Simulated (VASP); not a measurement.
Here is a VASP 6.6.1 calculation.

File INCAR:

```
PREC = Accurate
ENCUT = 520
EDIFF = 1E-6
ISMEAR = 0
SIGMA = 0.15
LREAL = F
LASPH = T
NELM = 60
ALGO = Fast
ISIF = 2
LWAVE = F
LCHARG = F
GGA = PE
NBANDS = 14
```

File KPOINTS:

```
Automatic mesh
0
Gamma
  20 20 20
```

Contents of POSCAR:

```
AlNi
1.0
    2.0428098070     -2.0428098070      0.0000000000
    2.0428098070      2.0428098070      0.0000000000
    0.0000000000      0.0000000000      2.9011416498
Al Ni
1 1
Direct
    0.0000000000      0.0000000000     -0.1034075672
    0.5000000000      0.5000000000      0.5000000000
```

Potentials or basis: VASP PAW PBE potentials, release 64 (Al, Ni).

Run with:

```console
$ cat potpaw_PBE.64/Al/POTCAR potpaw_PBE.64/Ni/POTCAR > POTCAR
$ mpirun -np 1 vasp_std > vasp.out
```

Estimate the pressure.

5.6 GPa.

What does it give for the largest force?

1.709 eV/Å.

Predict the band gap on the k mesh.

zero (an odd number of electrons rules out a gap without spin polarisation).

Stress tensor (GPa, compression positive):
```
7.19 0.00 0.00
0.00 7.19 0.00
0.00 0.00 2.36
```

Caveat: the cell differs from its parent crystal (all Al atoms moved -0.300 Å, as atom 1 along Cartesian [0 0 1]); the cell stands under pressure; forces of over 1 eV/Å act on the atoms, so gaps and moduli don't describe the material at rest. Spin polarisation is off, so any magnetic state and its effect on volume and gap are missing.
